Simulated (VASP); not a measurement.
# NbP (I4_1md) in VASP: further runs

Aim: see how the results for NbP move with the level of theory and the settings. Levels: r2SCAN, PBE. Tasks: single point, relaxation of cell and atoms.

Program: VASP 6.6.1. These are calculated values, not measurements. Logs are shortened: lines on timing, memory, paths and dates and some standing lists are left out, and cuts for length are marked.

## Step 1: The cell of the first run

Symmetry: I4_1md, No. 109, tetragonal system. The conventional cell has a = 3.343 Å, b = 3.343 Å, c = 11.464 Å, α = 90.00°, β = 90.00°, γ = 90.00°. Within 3.4 Å of Nb (site symmetry 2mm) lie 6 P at 2.54 to 2.55 Å and 8 Nb at 3.32 to 3.34 Å. P (site symmetry 2mm) has 6 Nb at 2.54 to 2.55 Å and 8 P at 3.32 to 3.34 Å within 3.4 Å.

## Step 2: Single point, r2SCAN

Input file POSCAR:

```
NbP
1.0
   -1.6714661665      1.6714661665      5.7322377131
    1.6714661665     -1.6714661665      5.7322377131
    1.6714661665      1.6714661665     -5.7322377131
Nb P
2 2
Direct
    0.7498528977      0.7498528977      0.0000000000
    0.4998528977      0.9998528977      0.5000000000
    0.3327756773      0.3327756773      0.0000000000
    0.0827756773      0.5827756773      0.5000000000
```

Input file INCAR.step1:

```
ALGO     = Normal         # electronic algorithm
EDIFF    = 1E-4           # SCF threshold, eV
ENCUT    = 520            # plane-wave cutoff, eV
GGA      = PE             # functional
ISMEAR   = 0              # smearing method
LASPH    = True           # aspherical terms in the spheres
LCHARG   = False          # write CHGCAR
LREAL    = False          # projectors in reciprocal space
LWAVE    = True           # write WAVECAR
NBANDS   = 26             # bands
NELM     = 100            # most SCF steps
PREC     = Accurate       # precision mode
SIGMA    = 0.05           # smearing width, eV
```

Input file INCAR.step2:

```
ALGO     = Normal         # electronic algorithm
EDIFF    = 1E-6           # SCF threshold, eV
ENCUT    = 520            # plane-wave cutoff, eV
ISIF     = 2              # what is computed and relaxed
ISMEAR   = 0              # smearing method
ISTART   = 1            
LASPH    = True           # aspherical terms in the spheres
LCHARG   = True           # write CHGCAR
LELF     = True           # ELF
LMIXTAU  = True         
LREAL    = False          # projectors in reciprocal space
LVHAR    = True         
LWAVE    = False          # write WAVECAR
METAGGA  = R2SCAN         # meta-GGA
NBANDS   = 26             # bands
NELM     = 100            # most SCF steps
PREC     = Accurate       # precision mode
SIGMA    = 0.05           # smearing width, eV
```

Input file KPOINTS:

```
k-points
0
Gamma
  16 16 16
```

Potentials or basis: VASP PAW PBE potentials, release 64 (Nb_sv, P).

On the command line:

```
$ cat potpaw_PBE.64/Nb_sv/POTCAR potpaw_PBE.64/P/POTCAR > POTCAR
$ cp INCAR.step1 INCAR
$ mpirun -np 1 vasp_std > vasp.out
$ cp INCAR.step2 INCAR
$ mpirun -np 1 vasp_std > vasp.out
```

OUTCAR:

```text
EDIFF = 1E-6
   ENCUT = 520
   ISIF = 2
   ISMEAR = 0
   ISTART = 1
   LASPH = True
   LREAL = False
   METAGGA = R2SCAN
   NELM = 100
   PREC = Accurate

 ion  position               nearest neighbor table
   1  0.750  0.750  0.000-   4 2.54   4 2.54   3 2.55   3 2.55   3 2.55   3 2.55
   2  0.500  1.000  0.500-   3 2.54   3 2.54   4 2.55   4 2.55   4 2.55   4 2.55
   3  0.333  0.333  0.000-   2 2.54   2 2.54   1 2.55   1 2.55   1 2.55   1 2.55
   4  0.083  0.583  0.500-   1 2.54   1 2.54   2 2.55   2 2.55   2 2.55   2 2.55

  LATTYP: Found a body centered tetragonal cell.
 ALAT       =     3.3429323330
 C/A-ratio  =     3.4294667927

  Lattice vectors:

 A1 = (  -1.6714661665,   1.6714661665,   5.7322377131)
 A2 = (   1.6714661665,  -1.6714661665,   5.7322377131)
 A3 = (   1.6714661665,   1.6714661665,  -5.7322377131)

Analysis of symmetry for initial positions (statically):
=====================================================================
 Subroutine PRICEL returns:
 Original cell was already a primitive cell.

 Routine SETGRP: Setting up the symmetry group for a
 body centered tetragonal supercell.

 Subroutine GETGRP returns: Found  8 space group operations
 (whereof  4 operations were pure point group operations)
 out of a pool of 16 trial point group operations.

The static configuration has the point symmetry C_2v.
 The point group associated with its full space group is C_4v.

Analysis of symmetry for dynamics (positions and initial velocities):
=====================================================================
 Subroutine PRICEL returns:
 Original cell was already a primitive cell.

 Routine SETGRP: Setting up the symmetry group for a
 body centered tetragonal supercell.

 Subroutine GETGRP returns: Found  8 space group operations
 (whereof  4 operations were pure point group operations)
 out of a pool of 16 trial point group operations.

The dynamic configuration has the point symmetry C_2v.
 The point group associated with its full space group is C_4v.

 Subroutine INISYM returns: Found  8 space group operations
 (whereof  4 operations are pure point group operations),
 and found     1 'primitive' translations

----------------------------------------------------------------------------------------

                                     Primitive cell

  volume of cell :      64.0589

  direct lattice vectors                    reciprocal lattice vectors
    -1.671466166  1.671466166  5.732237713     0.000000000  0.299138571  0.087225971
     1.671466166 -1.671466166  5.732237713     0.299138571  0.000000000  0.087225971
     1.671466166  1.671466166 -5.732237713     0.299138571  0.299138571  0.000000000

  length of vectors
     6.200495746  6.200495746  6.200495746     0.311596300  0.311596300  0.423045824

  position of ions in fractional coordinates (direct lattice)
     0.749852898  0.749852898  0.000000000
     0.499852898  0.999852898  0.500000000
     0.332775677  0.332775677  0.000000000
     0.082775677  0.582775677  0.500000000

  ion indices of the primitive-cell ions
   primitive index   ion index
                 1           1
                 2           2
                 3           3
                 4           4

----------------------------------------------------------------------------------------

 KPOINTS: k-points

Automatic generation of k-mesh.
 Grid dimensions read from file:
 generate k-points for:   16   16   16

 Generating k-lattice:

  Cartesian coordinates                     Fractional coordinates (reciprocal lattice)
     0.000000000  0.018696161  0.005451623     0.062500000  0.000000000  0.000000000
     0.018696161  0.000000000  0.005451623     0.000000000  0.062500000  0.000000000
     0.018696161  0.018696161  0.000000000     0.000000000  0.000000000  0.062500000

  Length of vectors
     0.019474769  0.019474769  0.026440364

  Shift w.r.t. Gamma in fractional coordinates (k-lattice)
     0.000000000  0.000000000  0.000000000

 Subroutine IBZKPT returns following result:
 ===========================================

 Found    349 irreducible k-points:

 Following reciprocal coordinates:
            Coordinates               Weight
  0.000000  0.000000  0.000000      1.000000
  0.062500  0.000000  0.000000      8.000000
  0.125000  0.000000  0.000000      8.000000
  0.187500  0.000000  0.000000      8.000000
  0.250000  0.000000  0.000000      8.000000
  0.312500 -0.000000  0.000000      8.000000
[... 16 lines left out ...]
 -0.125000  0.062500  0.000000     16.000000
 -0.062500  0.062500  0.000000      4.000000
 [... further k-points ...]
   k-points           NKPTS =    349   k-points in BZ     NKDIM =    349   number of bands    NBANDS=     26
   number of dos      NEDOS =    301   number of ions     NIONS =      4
   total plane-waves  NPLWV = 110592
   dimension x,y,z NGX =    48 NGY =   48 NGZ =   48
   dimension x,y,z NGXF=    96 NGYF=   96 NGZF=   96
   ions per type =               2   2
[... 60 lines left out ...]

 E-fermi :  10.6643     XC(G=0): -12.8688

 val. band max:       10.6477098000   @ k =  -0.1875   0.3125   0.1875
 cond. band min:      10.6668772112   @ k =  -0.3750   0.4375   0.3750
 fundamental gap:      0.0191674112
 Fermi energy:        10.6643308277

 k-point     1 :       0.0000    0.0000    0.0000
  band No.  band energies     occupation
      1     -46.1523      2.00000
      2     -46.1104      2.00000
      3     -21.7277      2.00000
      4     -21.4995      2.00000
      5     -21.4995      2.00000
      6     -21.3526      2.00000
[... 18 lines left out ...]
     25      14.9526      0.00000
     26      14.9526      0.00000

 k-point     2 :       0.0625    0.0000    0.0000
  band No.  band energies     occupation
      1     -46.1512      2.00000
      2     -46.1099      2.00000
      3     -21.7236      2.00000
      4     -21.5111      2.00000
      5     -21.4986      2.00000
      6     -21.3645      2.00000
[... 18 lines left out ...]
     25      14.9435      0.00000
     26      15.1556      0.00000

 k-point     3 :       0.1250    0.0000    0.0000
  band No.  band energies     occupation
      1     -46.1482      2.00000
      2     -46.1087      2.00000
      3     -21.7125      2.00000
      4     -21.5434      2.00000
      5     -21.4959      2.00000
      6     -21.3963      2.00000
[... 18 lines left out ...]
     25      15.1404      0.00000
     26      15.6600      0.00000

 k-point     4 :       0.1875    0.0000    0.0000
  band No.  band energies     occupation
      1     -46.1436      2.00000
      2     -46.1070      2.00000
      3     -21.6983      2.00000
      4     -21.5884      2.00000
      5     -21.4919      2.00000
      6     -21.4411      2.00000
[... 18 lines left out ...]
     25      15.4665      0.00000
     26      16.2769      0.00000

 k-point     5 :       0.2500    0.0000    0.0000
  band No.  band energies     occupation
      1     -46.1380      2.00000
      2     -46.1052      2.00000
      3     -21.6973      2.00000
      4     -21.6253      2.00000
      5     -21.4904      2.00000
      6     -21.4872      2.00000
[... 18 lines left out ...]
     25      15.6721      0.00000
     26      16.8338      0.00000

 k-point     6 :       0.3125   -0.0000    0.0000
  band No.  band energies     occupation
      1     -46.1321      2.00000
      2     -46.1035      2.00000
      3     -21.7328      2.00000
      4     -21.6291      2.00000
      5     -21.5322      2.00000
      6     -21.4824      2.00000
[... 427 lines left out ...]
 k-point    21 :      -0.2500    0.0625    0.0000
  band No.  band energies     occupation
      1     -46.1376      2.00000
      2     -46.1041      2.00000
      3     -21.6979      2.00000
      4     -21.6246      2.00000
      5     -21.4980      2.00000
      6     -21.4903      2.00000
[... 18 lines left out ...]
     25      15.7687      0.00000
     26      16.7187      0.00000

 k-point    22 :      -0.1875    0.0625    0.0000
  band No.  band energies     occupation
      1     -46.1431      2.00000
      2     -46.1061      2.00000
      3     -21.6994      2.00000
      4     -21.5869      2.00000
      5     -21.5027      2.00000
      6     -21.4405      2.00000
[... 18 lines left out ...]
     25      15.5329      0.00000
     26      16.1653      0.00000

 k-point    23 :      -0.1250    0.0625    0.0000
  band No.  band energies     occupation
      1     -46.1475      2.00000
      2     -46.1079      2.00000
      3     -21.7122      2.00000
      4     -21.5422      2.00000
      5     -21.5068      2.00000
      6     -21.3956      2.00000
[... 18 lines left out ...]
     25      15.1287      0.00000
     26      15.6330      0.00000

 k-point    24 :      -0.0625    0.0625    0.0000
  band No.  band energies     occupation
      1     -46.1504      2.00000
      2     -46.1093      2.00000
      3     -21.7215      2.00000
      4     -21.5115      2.00000
      5     -21.5085      2.00000
      6     -21.3653      2.00000
[... 18 lines left out ...]
     25      14.8987      0.00000
     26      15.2595      0.00000

 [... further k-points ...]
[... 5 lines left out ...]
  --------------------------------------------------------------------------------------
  -------------------------------------------------------------------------------------
  Total       -0.4163350     -0.4163350     -0.3810146      0.0000000      0.0000000      0.0000000
  in kB      -10.4129595    -10.4129595     -9.5295601      0.0000000      0.0000000      0.0000000
  external PRESSURE =     -10.1184930 kB  Pullay stress =       0.0000000 kB

 VOLUME and BASIS-vectors are now :
 -----------------------------------------------------------------------------
  energy-cutoff  :      520.00
  volume of cell :       64.06
      direct lattice vectors                 reciprocal lattice vectors
    -1.671466166  1.671466166  5.732237713     0.000000000  0.299138571  0.087225971
     1.671466166 -1.671466166  5.732237713     0.299138571  0.000000000  0.087225971
     1.671466166  1.671466166 -5.732237713     0.299138571  0.299138571  0.000000000

 POSITION                                       TOTAL-FORCE (eV/Angst)
 -----------------------------------------------------------------------------------
      0.00000      0.00000      8.59667         0.000000     -0.000000      0.001089
      1.67147      0.00000      5.73055        -0.000000      0.000000      0.001089
      0.00000      0.00000      3.81510        -0.000000      0.000000     -0.001089
      1.67147      0.00000      0.94898         0.000000     -0.000000     -0.001089
 -----------------------------------------------------------------------------------
    total drift:                                0.000000      0.000000      0.000363

  FREE ENERGIE OF THE ION-ELECTRON SYSTEM (eV)
  ---------------------------------------------------
  free  energy   TOTEN  =       -72.0579084722 eV

  energy  without entropy=      -72.0573619514  energy(sigma->0) =      -72.05763521
```

It took 43 min on 1 thread of Intel Xeon 6975P-C (Granite Rapids), shared host; peak memory 0.72 GiB.

Results:

- Free energy: -72.0579 eV
- Pressure: -1.0 GPa
- Band gap on the k mesh: zero (band 18 reaches 10.69 eV, above the bottom of band 19 at 10.63 eV)

Levels at points of the mesh, in eV from the Fermi level:
| k point | band 15 | band 16 | band 17 | band 18 | band 19 | band 20 | band 21 | band 22 |
| --- | --- | --- | --- | --- | --- | --- | --- | --- |
| (0.00, 0.00, 0.00) | -2.24 | -1.81 | -1.50 | -1.50 | 0.87 | 1.68 | 2.81 | 3.29 |
| (0.50, 0.00, 0.00) | -2.50 | -2.04 | -1.61 | -0.18 | 0.09 | 1.39 | 2.61 | 2.81 |
| (0.50, 0.50, 0.00) | -3.09 | -3.09 | -0.52 | -0.52 | 3.16 | 3.16 | 3.23 | 3.23 |
| (0.50, 0.50, 0.50) | -2.78 | -2.78 | -0.66 | -0.66 | 1.25 | 1.25 | 2.44 | 2.44 |

Caveat: the PAW data sets were made with another functional, which shifts forces and pressure a little.

## Step 3: Single point, PBE

Input file INCAR:

```
PREC = Accurate
ENCUT = 520
EDIFF = 1E-7
ISMEAR = 0
SIGMA = 0.05
LREAL = F
LASPH = T
NELM = 100
ALGO = Normal
ISIF = 2
LWAVE = F
LCHARG = F
GGA = PE
NBANDS = 26
```

Input file KPOINTS:

```
regular mesh
0
Gamma
  8 8 8
```

Input file POSCAR:

```
NbP
1.0
   -1.6722309040      1.6722309040      5.7269960268
    1.6722309040     -1.6722309040      5.7269960268
    1.6722309040      1.6722309040     -5.7269960268
Nb P
2 2
Direct
    0.7499736712      0.7499736712      0.0000000000
    0.4999736712      0.9999736712      0.5000000000
    0.3326549038      0.3326549038      0.0000000000
    0.0826549038      0.5826549038      0.5000000000
```

Potentials or basis: VASP PAW PBE potentials, release 64 (Nb_sv, P).

On the command line:

```
$ cat potpaw_PBE.64/Nb_sv/POTCAR potpaw_PBE.64/P/POTCAR > POTCAR
$ mpirun -np 1 vasp_std > vasp.out
```

Run time: 2.3 min. Hardware: 1 thread of Intel Xeon 6975P-C (Granite Rapids), shared host; peak memory 0.35 GiB.

It converged, with:

```
Free energy            : -35.3058 eV
Pressure               : -0.4 GPa
Band gap on the k mesh : zero (band 18 reaches 10.63 eV, above the bottom of band 19 at 10.59 eV)
```

Levels at points of the mesh, in eV from the Fermi level:
| k point | band 14 | band 15 | band 16 | band 17 | band 18 | band 19 | band 20 | band 21 | band 22 | band 23 |
| --- | --- | --- | --- | --- | --- | --- | --- | --- | --- | --- |
| (0.00, 0.00, 0.00) | -2.22 | -2.13 | -1.71 | -1.35 | -1.35 | 0.84 | 1.61 | 2.68 | 3.16 | 3.16 |
| (0.50, 0.00, 0.00) | -3.21 | -2.31 | -1.86 | -1.50 | -0.11 | 0.08 | 1.32 | 2.46 | 2.66 | 3.29 |
| (0.50, 0.50, 0.00) | -4.62 | -2.84 | -2.84 | -0.42 | -0.42 | 2.99 | 2.99 | 3.08 | 3.08 | 4.06 |
| (0.50, 0.50, 0.50) | -2.69 | -2.66 | -2.66 | -0.51 | -0.51 | 1.20 | 1.20 | 2.33 | 2.33 | 3.60 |

## Step 4: Relaxation of cell and atoms, PBE

This run uses another cell than the first one, of 16.10 Å³/atom, 1.006 times its volume.

Input file INCAR:

```
SYSTEM = NbP
PREC     = Accurate       ! precision mode
ENCUT    = 600            ! plane-wave cutoff, eV
EDIFF    = 1E-6           ! SCF threshold, eV
ISMEAR   = 0              ! smearing method
SIGMA    = 0.05           ! smearing width, eV
LREAL    = .FALSE.        ! projectors in reciprocal space
LASPH    = .TRUE.         ! aspherical terms in the spheres
NELM     = 60             ! most SCF steps
ALGO     = Normal         ! electronic algorithm
ISIF     = 3              ! what is computed and relaxed
LWAVE    = .FALSE.        ! write WAVECAR
LCHARG   = .FALSE.        ! write CHGCAR
GGA      = PE             ! functional
IBRION   = 2              ! ionic algorithm
NSW      = 80             ! ionic steps
EDIFFG   = -0.03          ! ionic threshold
```

Input file KPOINTS:

```
Automatic mesh
0
G
  8 8 8
  0 0 0
```

Input file POSCAR:

```
NbP
1.0
   -1.6749232544      1.6749232544      5.7401081759
    1.6749232544     -1.6749232544      5.7401081759
    1.6749232544      1.6749232544     -5.7401081759
Nb P
2 2
Direct
    0.7498808000      0.7498808000      0.0000000000
    0.4998808000      0.9998808000      0.5000000000
    0.3327477700      0.3327477700      0.0000000000
    0.0827477800      0.5827477800      0.5000000000
```

On the command line:

```
$ cat potpaw_PBE.64/Nb_sv/POTCAR potpaw_PBE.64/P/POTCAR > POTCAR
$ mpirun -np 1 vasp_std > vasp.out
```

Wall time 6 min (1 thread of Intel Xeon 6975P-C (Granite Rapids), shared host); peak memory 0.4 GiB.

The run converged. Its results:

```
Free energy                            : -35.3061 eV
Relaxed volume                         : 15.99 Å³/atom
Relaxed cell                           : a = 6.195 Å, b = 6.195 Å, c = 6.195 Å, α = 148.71°, β = 148.71°, γ = 44.84°
Space group after relaxing (to 0.05 Å) : I4_1md (No. 109)
Energy gained by relaxing              : 0.5 meV/atom
Ionic steps                            : 3
Pressure after relaxing                : 0.0 GPa
Largest force after relaxing           : 0.013 eV/Å
Band gap on the k mesh                 : zero (band 18 reaches 10.65 eV, above the bottom of band 19 at 10.61 eV)
```

Forces on the atoms (eV/Å):
```
Nb   0.000  0.000  0.013
Nb   0.000  0.000  0.013
P    0.000  0.000 -0.013
P    0.000  0.000 -0.013
```

Stress tensor (GPa, compression positive):
```
 0.06  0.00  0.00
 0.00  0.06  0.00
 0.00  0.00 -0.08
```

The path:
| step | energy change (eV) | largest force (eV/Å) | pressure (GPa) | volume (Å³) |
| --- | --- | --- | --- | --- |
| 1 | 0.0000 | 0.0195 | -1.38 | 64.41 |
| 2 | 0.0042 | 0.0004 | 2.50 | 63.13 |
| 3 | -0.0021 | 0.0129 | 0.01 | 63.94 |

Final structure:
```cif
data_structure
_symmetry_space_group_name_H-M 'P 1'
_symmetry_Int_Tables_number 1
_cell_length_a 6.1953
_cell_length_b 6.1953
_cell_length_c 6.1953
_cell_angle_alpha 148.711
_cell_angle_beta 148.711
_cell_angle_gamma 44.837
_cell_volume 63.94
loop_
_atom_site_label
_atom_site_type_symbol
_atom_site_fract_x
_atom_site_fract_y
_atom_site_fract_z
_atom_site_occupancy
Nb1 Nb 0.74991 0.74991 0.00000 1
Nb2 Nb 0.49991 0.99991 0.50000 1
P1 P 0.33272 0.33272 0.00000 1
P2 P 0.08272 0.58272 0.50000 1
```

Levels at points of the mesh, in eV from the Fermi level:
```tsv
k point	band 16	band 17	band 18	band 19	band 20	band 21
(0.00, 0.00, 0.00)	-1.72	-1.35	-1.35	0.85	1.62	2.68
(0.50, 0.00, 0.00)	-1.87	-1.51	-0.12	0.08	1.33	2.47
(0.50, 0.50, 0.00)	-2.85	-0.42	-0.42	3.00	3.00	3.09
(0.50, 0.50, 0.50)	-2.67	-0.51	-0.51	1.21	1.21	2.33
```

## Step 5: The runs side by side

| task | level | cell | k mesh | cutoff (eV) | gap on the mesh (eV) | pressure (GPa) |
| --- | --- | --- | --- | --- | --- | --- |
| single point | r2SCAN | a = 6.200 Å, angles 148.7, 148.7, 44.8°, 4 atoms | 16 × 16 × 16 | 520 | none | -1.0 |
| single point | PBE | a = 6.196 Å, angles 148.7, 148.7, 44.9°, 4 atoms | 8 × 8 × 8 | 520 | none | -0.4 |
| relaxation of cell and atoms | PBE | relaxed from a = 6.210 Å, angles 148.7, 148.7, 44.8°, 4 atoms | 8 × 8 × 8 | 600 | none | 0.0 |

Alike in all rows: potentials or basis VASP PAW PBE potentials, release 64 (Nb_sv, P); no spin polarisation; smearing gaussian 0.05 eV.

Caveats: the PAW data sets were made with another functional, which shifts forces and pressure a little (some runs).

Absolute energies hang on the potentials; compare differences alone.
